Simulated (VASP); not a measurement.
# Ca (P6_3/mmc) in VASP: single point with PBE

Aim: the single point of Ca with PBE.

Everything below comes from runs of VASP 6.6.1. Logs are shortened: lines on timing, memory, paths and dates and some standing lists are left out, and cuts for length are marked.

### 1 The cell of the first run

It takes space group P6_3/mmc (No. 194, hexagonal). Conventional cell: a = 3.980 Å, b = 3.980 Å, c = 6.520 Å, α = 90.00°, β = 90.00°, γ = 120.00°. Ca (site symmetry -6m2) has 12 Ca at 3.98 to 3.99 Å within 5.2 Å.

This isn't the form of Ca at room conditions, which is fcc.

### 2 Single point, PBE

File INCAR:

```
PREC = Accurate ; ENCUT = 520
EDIFF = 1E-6 ; ISMEAR = 0
SIGMA = 0.05 ; LREAL = F
LASPH = T ; NELM = 60
ALGO = Normal ; ISIF = 2
LWAVE = F ; LCHARG = F
GGA = PE ; NBANDS = 17
```

File KPOINTS:

```
regular mesh
0
Gamma
  12 12 6
```

File POSCAR:

```
Ca
1.0
    3.9800000000      0.0000000000      0.0000000000
   -1.9900000000      3.4467811100      0.0000000000
    0.0000000000      0.0000000000      6.5200000000
Ca
2
Direct
    0.3333333300      0.6666666700      0.2500000000
    0.6666666700      0.3333333300      0.7500000000
```

Potentials or basis: VASP PAW PBE potentials, release 64 (Ca_sv).

Run with:

```bash
$ cat potpaw_PBE.64/Ca_sv/POTCAR > POTCAR
$ mpirun -np 1 vasp_std > vasp.out
```

OUTCAR:

```text
PREC = Accurate
   ENCUT = 520
   EDIFF = 1E-6
   ISMEAR = 0
   LREAL = F
   LASPH = T
   NELM = 60
   ISIF = 2
   GGA = PE

 ion  position               nearest neighbor table
   1  0.333  0.667  0.250-
   2  0.667  0.333  0.750-

  LATTYP: Found a hexagonal cell.
 ALAT       =     3.9800000000
 C/A-ratio  =     1.6381909548

  Lattice vectors:

 A1 = (   3.9800000000,   0.0000000000,   0.0000000000)
 A2 = (  -1.9900000000,   3.4467811100,   0.0000000000)
 A3 = (   0.0000000000,   0.0000000000,   6.5200000000)

Analysis of symmetry for initial positions (statically):
=====================================================================
 Subroutine PRICEL returns:
 Original cell was already a primitive cell.

 Routine SETGRP: Setting up the symmetry group for a
 hexagonal supercell.

 Subroutine GETGRP returns: Found 24 space group operations
 (whereof 12 operations were pure point group operations)
 out of a pool of 24 trial point group operations.

The static configuration has the point symmetry D_3d.
 The point group associated with its full space group is D_6h.

Analysis of symmetry for dynamics (positions and initial velocities):
=====================================================================
 Subroutine PRICEL returns:
 Original cell was already a primitive cell.

 Routine SETGRP: Setting up the symmetry group for a
 hexagonal supercell.

 Subroutine GETGRP returns: Found 24 space group operations
 (whereof 12 operations were pure point group operations)
 out of a pool of 24 trial point group operations.

The dynamic configuration has the point symmetry D_3d.
 The point group associated with its full space group is D_6h.

 Subroutine INISYM returns: Found 24 space group operations
 (whereof 12 operations are pure point group operations),
 and found     1 'primitive' translations

----------------------------------------------------------------------------------------

                                     Primitive cell

  volume of cell :      89.4426

  direct lattice vectors                    reciprocal lattice vectors
     3.980000000  0.000000000  0.000000000     0.251256281  0.145062882  0.000000000
    -1.990000000  3.446781110  0.000000000     0.000000000  0.290125763  0.000000000
     0.000000000  0.000000000  6.520000000     0.000000000  0.000000000  0.153374233

  length of vectors
     3.980000000  3.980000003  6.520000000     0.290125763  0.290125763  0.153374233

  position of ions in fractional coordinates (direct lattice)
     0.333333330  0.666666670  0.250000000
     0.666666670  0.333333330  0.750000000

  ion indices of the primitive-cell ions
   primitive index   ion index
                 1           1
                 2           2

----------------------------------------------------------------------------------------

 KPOINTS: regular mesh

Automatic generation of k-mesh.
 Grid dimensions read from file:
 generate k-points for:   12   12    6

 Generating k-lattice:

  Cartesian coordinates                     Fractional coordinates (reciprocal lattice)
     0.020938023  0.012088573  0.000000000     0.083333333 -0.000000000  0.000000000
     0.000000000  0.024177147  0.000000000     0.000000000  0.083333333  0.000000000
     0.000000000  0.000000000  0.025562372     0.000000000  0.000000000  0.166666667

  Length of vectors
     0.024177147  0.024177147  0.025562372

  Shift w.r.t. Gamma in fractional coordinates (k-lattice)
     0.000000000  0.000000000  0.000000000

 Subroutine IBZKPT returns following result:
 ===========================================

 Found     76 irreducible k-points:

 Following reciprocal coordinates:
            Coordinates               Weight
  0.000000  0.000000  0.000000      1.000000
  0.083333 -0.000000  0.000000      6.000000
  0.166667 -0.000000  0.000000      6.000000
  0.250000 -0.000000  0.000000      6.000000
  0.333333 -0.000000  0.000000      6.000000
  0.416667  0.000000  0.000000      6.000000
[... 16 lines left out ...]
  0.250000 -0.000000  0.166667     12.000000
  0.333333 -0.000000  0.166667     12.000000
 [... further k-points ...]
   k-points           NKPTS =     76   k-points in BZ     NKDIM =     76   number of bands    NBANDS=     17
   number of dos      NEDOS =    301   number of ions     NIONS =      2
   total plane-waves  NPLWV =  43200
   dimension x,y,z NGX =    30 NGY =   30 NGZ =   48
   dimension x,y,z NGXF=    60 NGYF=   60 NGZF=   96
   ions per type =               2
   NGX,Y,Z   is equivalent  to a cutoff of  12.53, 12.53, 12.24 a.u.
   NGXF,Y,Z  is equivalent  to a cutoff of  25.06, 25.06, 24.48 a.u.
 SYSTEM =  unknown system
   PREC   = accura    normal or accurate (medium, high low for compatibility)
   ISTART =      0    job   : 0-new  1-cont  2-samecut
   ICHARG =      2    charge: 1-file 2-atom 10-const
   ISPIN  =      1    spin polarized calculation?
   LNONCOLLINEAR =      F non collinear calculations
   LSORBIT =      F    spin-orbit coupling
   LASPH  =      T    aspherical Exc in radial PAW
   ENCUT  =  520.0 eV  38.22 Ry    6.18 a.u.   7.40  7.40 12.12*2*pi/ulx,y,z
   NELM   =     60;   NELMIN=  2; NELMDL= -5     # of ELM steps
   EDIFF  = 0.1E-05   stopping-criterion for ELM
   LREAL  =      F    real-space projection
   EDIFFG = 0.1E-04   stopping-criterion for IOM
   NSW    =      0    number of steps for IOM
   IBRION =     -1    ionic relax: 0-MD 1-quasi-New 2-CG
   NFREE  =      0    steps in history (QN), initial steepest desc. (CG)
   ISIF   =      2    stress and relaxation
   ISYM   =      2    0-nonsym 1-usesym 2-fastsym
   POTIM  = 0.5000    time-step for ionic-motion
   TEBEG  =    0.0;   TEEND  =   0.0 temperature during run
   PSTRESS=    0.0 pullay stress
   NELECT =      20.0000    total number of electrons
   NUPDOWN=      -1.0000    fix difference up-down
   EMIN   =  10.00;   EMAX   =-10.00  energy-range for DOS
   EFERMI =   0.00;   METHOD = LEGACY
   ISMEAR =     0;   SIGMA  =   0.05  broadening in eV -4-tet -1-fermi 0-gaus
   EFERMI_NEDOS =   21; number of points for ismear=-14 and -15
   IALGO  =     38    algorithm
   IMIX   =      4    mixing-type and parameters
     AMIX     =   0.40;   BMIX     =  1.00
     AMIX_MAG =   1.60;   BMIX_MAG =  1.00
  volume/ion in A,a.u.               =      44.72       301.79
  Fermi-wavevector in a.u.,A,eV,Ry     =   0.993657  1.877740 13.433783  0.987355
  Thomas-Fermi vector in A             =   2.125555
   LORBIT       =      0    0 simple, 1 ext, 2 COOP (PROOUT), +10 PAW based schemes
   GGA     = PE    functional components
   LHFCALC =     F    Hartree Fock is set to
   AEXX    =    0.0000 exact exchange contribution
   IVDW    =     0    specifies the selected vdW correction
   LEPSILON=     F    determine dielectric tensor
   LRPA    =     F    only Hartree local field effects (RPA)
 non-spin polarized calculation
 Gauss-broadening in eV      SIGMA  =   0.05
  energy-cutoff  :      520.00
  volume of cell :       89.44
 maximum number of plane-waves:      2442
 NGX is ok and might be reduce to    30
   NGX = 15   NGY = 15   NGZ = 25

 number of electron      20.0000006 magnetization

 Free energy of the ion-electron system (eV)
  ---------------------------------------------------
  ext. energy  EPLUGINS =         0.00000000
  ---------------------------------------------------
  free energy    TOTEN  =        -3.84264968 eV

  energy without entropy =       -3.83981816  energy(sigma->0) =       -3.84123392

 E-fermi :   1.7997     XC(G=0):  -7.5575

 val. band max:        1.7667944330   @ k =   0.3333   0.1667   0.0000
 cond. band min:       1.8048696962   @ k =   0.2500   0.0833   0.0000
 fundamental gap:      0.0380752631
 Fermi energy:         1.7997015886

 k-point     1 :       0.0000    0.0000    0.0000
  band No.  band energies     occupation
      1     -40.4052      2.00000
      2     -40.3951      2.00000
      3     -21.4349      2.00000
      4     -21.3459      2.00000
      5     -21.3459      2.00000
      6     -21.3306      2.00000
[... 9 lines left out ...]
     16       4.2734      0.00000
     17       4.6447      0.00000

 k-point     2 :       0.0833   -0.0000    0.0000
  band No.  band energies     occupation
      1     -40.4046      2.00000
      2     -40.3948      2.00000
      3     -21.4324      2.00000
      4     -21.3516      2.00000
      5     -21.3478      2.00000
      6     -21.3365      2.00000
[... 9 lines left out ...]
     16       4.3449      0.00000
     17       4.5606      0.00000

 k-point     3 :       0.1667   -0.0000    0.0000
  band No.  band energies     occupation
      1     -40.4029      2.00000
      2     -40.3939      2.00000
      3     -21.4255      2.00000
      4     -21.3672      2.00000
      5     -21.3526      2.00000
      6     -21.3524      2.00000
[... 9 lines left out ...]
     16       4.3278      0.00000
     17       4.4234      0.00000

 k-point     4 :       0.2500   -0.0000    0.0000
  band No.  band energies     occupation
      1     -40.4004      2.00000
      2     -40.3929      2.00000
      3     -21.4150      2.00000
      4     -21.3886      2.00000
      5     -21.3738      2.00000
      6     -21.3590      2.00000
[... 9 lines left out ...]
     16       4.5757      0.00000
     17       4.6158      0.00000

 k-point     5 :       0.3333   -0.0000    0.0000
  band No.  band energies     occupation
      1     -40.3978      2.00000
      2     -40.3920      2.00000
      3     -21.4102      2.00000
      4     -21.4028      2.00000
      5     -21.3947      2.00000
      6     -21.3653      2.00000
[... 9 lines left out ...]
     16       4.8908      0.00000
     17       5.0448      0.00000

 k-point     6 :       0.4167    0.0000    0.0000
  band No.  band energies     occupation
      1     -40.3957      2.00000
      2     -40.3916      2.00000
      3     -21.4261      2.00000
      4     -21.4098      2.00000
      5     -21.3916      2.00000
      6     -21.3699      2.00000
[... 9 lines left out ...]
     16       5.2835      0.00000
     17       5.5065      0.00000

 k-point     7 :       0.5000   -0.0000    0.0000
  band No.  band energies     occupation
      1     -40.3949      2.00000
      2     -40.3915      2.00000
      3     -21.4319      2.00000
      4     -21.4153      2.00000
      5     -21.3864      2.00000
      6     -21.3715      2.00000
[... 9 lines left out ...]
     16       5.6342      0.00000
     17       5.6912      0.00000

 k-point     8 :       0.0833    0.0833    0.0000
  band No.  band energies     occupation
      1     -40.4034      2.00000
      2     -40.3942      2.00000
      3     -21.4277      2.00000
      4     -21.3613      2.00000
      5     -21.3537      2.00000
      6     -21.3449      2.00000
[... 9 lines left out ...]
     16       4.3339      0.00000
     17       4.4567      0.00000
[... 203 lines left out ...]
      1     -40.3923      2.00000
      2     -40.3923      2.00000
      3     -21.4137      2.00000
      4     -21.3984      2.00000
      5     -21.3984      2.00000
      6     -21.3817      2.00000
[... 9 lines left out ...]
     16       5.3007      0.00000
     17       5.3036      0.00000

 k-point    20 :       0.0000    0.0000    0.1667
  band No.  band energies     occupation
      1     -40.4045      2.00000
      2     -40.3957      2.00000
      3     -21.4276      2.00000
      4     -21.3449      2.00000
      5     -21.3449      2.00000
      6     -21.3322      2.00000
[... 9 lines left out ...]
     16       4.2132      0.00000
     17       4.7563      0.00000

 k-point    21 :       0.0833   -0.0000    0.1667
  band No.  band energies     occupation
      1     -40.4039      2.00000
      2     -40.3954      2.00000
      3     -21.4256      2.00000
      4     -21.3504      2.00000
      5     -21.3467      2.00000
      6     -21.3398      2.00000
[... 9 lines left out ...]
     16       4.2731      0.00000
     17       4.6948      0.00000

 k-point    22 :       0.1667   -0.0000    0.1667
  band No.  band energies     occupation
      1     -40.4023      2.00000
      2     -40.3945      2.00000
      3     -21.4201      2.00000
      4     -21.3653      2.00000
      5     -21.3560      2.00000
      6     -21.3514      2.00000
[... 9 lines left out ...]
     16       4.4039      0.00000
     17       4.6279      0.00000

 k-point    23 :       0.2500   -0.0000    0.1667
  band No.  band energies     occupation
      1     -40.3999      2.00000
      2     -40.3934      2.00000
      3     -21.4138      2.00000
      4     -21.3841      2.00000
      5     -21.3769      2.00000
      6     -21.3577      2.00000
[... 9 lines left out ...]
     16       4.6128      0.00000
     17       4.6886      0.00000

 k-point    24 :       0.3333   -0.0000    0.1667
  band No.  band energies     occupation
      1     -40.3974      2.00000
      2     -40.3924      2.00000
      3     -21.4176      2.00000
      4     -21.4000      2.00000
      5     -21.3891      2.00000
      6     -21.3638      2.00000
[... 9 lines left out ...]
     16       4.9292      0.00000
     17       4.9935      0.00000

 [... further k-points ...]

------------------------ aborting loop because EDIFF is reached ----------------------------------------

  FORCE on cell =-STRESS in cart. coord.  units (eV):
  Direction    XX          YY          ZZ          XY          YZ          ZX
  --------------------------------------------------------------------------------------
  -------------------------------------------------------------------------------------
  Total       -0.4937479     -0.4937479     -0.4403309      0.0000000      0.0000000      0.0000000
  in kB       -8.8444626     -8.8444627     -7.8876088      0.0000000      0.0000000      0.0000000
  external PRESSURE =      -8.5255114 kB  Pullay stress =       0.0000000 kB

 VOLUME and BASIS-vectors are now :
 -----------------------------------------------------------------------------
  energy-cutoff  :      520.00
  volume of cell :       89.44
      direct lattice vectors                 reciprocal lattice vectors
     3.980000000  0.000000000  0.000000000     0.251256281  0.145062882  0.000000000
    -1.990000000  3.446781110  0.000000000     0.000000000  0.290125763  0.000000000
     0.000000000  0.000000000  6.520000000     0.000000000  0.000000000  0.153374233

 POSITION                                       TOTAL-FORCE (eV/Angst)
 -----------------------------------------------------------------------------------
     -0.00000      2.29785      1.63000         0.000000      0.000000      0.000000
      1.99000      1.14893      4.89000        -0.000000     -0.000000      0.000000
 -----------------------------------------------------------------------------------
    total drift:                               -0.000006      0.000003     -0.000000

  FREE ENERGIE OF THE ION-ELECTRON SYSTEM (eV)
  ---------------------------------------------------
  free  energy   TOTEN  =        -3.8426496842 eV

  energy  without entropy=       -3.8398181623  energy(sigma->0) =       -3.84123392
```

Run time: 1.7 min. Hardware: 1 thread of Intel Xeon Platinum 8259CL at 2.50GHz (Skylake/Cascade Lake), shared host; peak memory 0.25 GiB.

Results:

* Free energy: -3.8426 eV
* Pressure: -0.9 GPa
* Band gap on the k mesh: zero (bands 10 and 11 overlap by 0.53 eV)

Levels at points of the mesh, in eV from the Fermi level:
| k point | band 7 | band 8 | band 9 | band 10 | band 11 | band 12 | band 13 | band 14 |
| --- | --- | --- | --- | --- | --- | --- | --- | --- |
| (0.00, 0.00, 0.00) | -23.13 | -23.12 | -3.99 | -1.05 | -0.27 | 2.17 | 2.19 | 2.19 |
| (0.50, 0.00, 0.00) | -23.15 | -23.15 | -1.14 | -0.73 | 0.23 | 0.37 | 1.29 | 1.81 |
| (0.00, 0.00, 0.50) | -23.14 | -23.14 | -3.02 | -3.02 | 1.33 | 1.33 | 2.18 | 2.18 |
| (0.50, 0.00, 0.50) | -23.16 | -23.16 | -0.69 | -0.69 | 0.03 | 0.03 | 1.40 | 1.40 |
